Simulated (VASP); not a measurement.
Set up this calculation in VASP 6.6.1, as the native input.

| Item | Value |
| --- | --- |
| Task | single point |
| Functional | LDA |
| Potentials or basis | VASP PAW LDA potentials, release 64 (W_sv, Si) |
| Cutoff | 520 eV |
| k mesh | 14 × 14 × 14 |
| Occupations | fermi-dirac, width 0.08 eV |
| Spin | no spin polarisation |
| Dipole correction | no |
| Further INCAR settings | ALGO = Normal; EDIFF = 1e-07; NBANDS = 18 |

The structure of Si2W (MoSi2 type) lies in POSCAR:

```
Si2W
1.0
   -1.5925534336      1.5925534336      3.8858862391
    1.5925534336     -1.5925534336      3.8858862391
    1.5925534336      1.5925534336     -3.8858862391
W Si
1 2
Direct
    0.0000000000      0.0000000000      0.0000000000
    0.3346524719      0.3346524719      0.0000000000
   -0.3346524719     -0.3346524719      0.0000000000
```

One way to write it, as run:

INCAR

```
PREC = Accurate ; ENCUT = 520
EDIFF = 1E-7 ; ISMEAR = -1
SIGMA = 0.08 ; LREAL = False
LASPH = True ; NELM = 60
ALGO = Normal ; ISIF = 2
LWAVE = False ; LCHARG = False
NBANDS = 18
```

KPOINTS

```
regular mesh
0
Gamma
  14 14 14
```

Potentials or basis: VASP PAW LDA potentials, release 64 (W_sv, Si).

Command:

```console
$ cat potpaw_LDA.64/W_sv/POTCAR potpaw_LDA.64/Si/POTCAR > POTCAR
$ mpirun -np 1 vasp_std > vasp.out
```

Results of the run:

| Property | Result |
| --- | --- |
| Pressure | 0.9 GPa |
| Largest force | 0.011 eV/Å |
| Band gap on the k mesh | zero (band 11 reaches 12.99 eV, above the bottom of band 12 at 11.68 eV) |

Caveat: spin-orbit coupling is left out, which moves the levels of the heavy elements.

Wall time 110 s on 1 thread of Intel(R) Xeon(R) 6975P-C (Granite Rapids), on a shared host, peak memory 0.28 GiB.
